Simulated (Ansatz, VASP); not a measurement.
SiW12: VASP beside Ansatz

INCAR

```
PREC     = Accurate       # precision mode
ENCUT    = 520            # plane-wave cutoff, eV
EDIFF    = 1E-7           # SCF threshold, eV
ISMEAR   = 0              # smearing method
SIGMA    = 0.1            # smearing width, eV
LREAL    = False          # projectors in reciprocal space
LASPH    = True           # aspherical terms in the spheres
NELM     = 100            # most SCF steps
ALGO     = Normal         # electronic algorithm
ISIF     = 2              # what is computed and relaxed
LWAVE    = False          # write WAVECAR
LCHARG   = True           # write CHGCAR
LDIPOL   = True         
IDIPOL   = 3            
DIPOL    = 0.5 0.5 0.302
GGA      = PE             # functional
IVDW     = 12             # dispersion correction
LELF     = True           # ELF
LVHAR    = True         
LVACPOTAV= True         
NBANDS   = 98             # bands
```

The input KPOINTS:

```
regular mesh
0
Gamma
  5 5 1
```

The input POSCAR:

```
SiW12
1.0
    5.6644156868      0.0000000000      0.0000000000
    0.0000000000      5.6644156868      0.0000000000
    0.0000000000      0.0000000000     21.1500668291
W Si
12 1
Direct
    0.2500000000      0.2500000000      0.1891246979
    0.2500000000      0.7500000000      0.1891246979
    0.7500000000      0.2500000000      0.1891246979
    0.7500000000      0.7500000000      0.1891246979
    0.0000000000      0.0000000000      0.2848852803
    0.0000000000      0.5000000000      0.2848852803
    0.5000000000      0.0000000000      0.2848852803
    0.5000000000      0.5000000000      0.2848852803
    0.2500000000      0.2500000000      0.3806166143
    0.2500000000      0.7500000000      0.3806166143
    0.7500000000      0.2500000000      0.3806166143
    0.7500000000      0.7500000000      0.3806166143
    0.4166666667      0.4166666667      0.5130039029
```

Input for Ansatz:

```yaml
crystal:
  lattice:
    - [5.6644156868, 0.0, 0.0]
    - [0.0, 5.6644156868, 0.0]
    - [0.0, 0.0, 21.1500668291]
  atoms:
    - { symbol: W, position: [0.25, 0.25, 0.1891246979] }
    - { symbol: W, position: [0.25, 0.75, 0.1891246979] }
    - { symbol: W, position: [0.75, 0.25, 0.1891246979] }
    - { symbol: W, position: [0.75, 0.75, 0.1891246979] }
    - { symbol: W, position: [0.0, 0.0, 0.2848852803] }
    - { symbol: W, position: [0.0, 0.5, 0.2848852803] }
    - { symbol: W, position: [0.5, 0.0, 0.2848852803] }
    - { symbol: W, position: [0.5, 0.5, 0.2848852803] }
    - { symbol: W, position: [0.25, 0.25, 0.3806166143] }
    - { symbol: W, position: [0.25, 0.75, 0.3806166143] }
    - { symbol: W, position: [0.75, 0.25, 0.3806166143] }
    - { symbol: W, position: [0.75, 0.75, 0.3806166143] }
    - { symbol: Si, position: [0.4166666667, 0.4166666667, 0.5130039029] }
basis:
  ecutwfc: 420
kpoints:
  mp_grid: { grid: [5, 5, 1] }
hamiltonian:
  xc: pbe
  pseudopotentials: { kind: paw, azcp: { folder: soft_1 } }
  dispersion: d3bj
scf:
  occupations: { method: gaussian, width: 0.1 }
output:
  forces: true
  eigenvalues: true
efield:
  axis: 3
  dipole_correction: true
  ramp_width: 0.04
```

Alike in both runs: task single point; functional PBE; dispersion D3(BJ); k mesh 5 × 5 × 1; occupations gaussian, width 0.1 eV; no spin polarisation.

```csv
,VASP,Ansatz
version,VASP 6.6.1,Ansatz 0.2.0
potentials or method,"VASP PAW PBE potentials, release 64 (W_sv, Si), cutoff 520 eV","scalar-relativistic, plane waves, PAW"
valence electrons in the cell,172,172
```

|  | VASP | Ansatz | Ansatz less VASP |
| --- | --- | --- | --- |
| gap on the k mesh at the Fermi level (eV) | none | none | - |
| rms of the force components (eV/Å) | 0.606 | 0.602 | -0.0043 |
| work function, face that differs most (eV) | 4.59 | 4.59 | +0.002 |

Atom by atom the forces differ by 0.014 eV/Å (rms over components). A gap of «none» marks a metal or a gap that the smearing closes.

Neither program's run includes spin-orbit coupling.
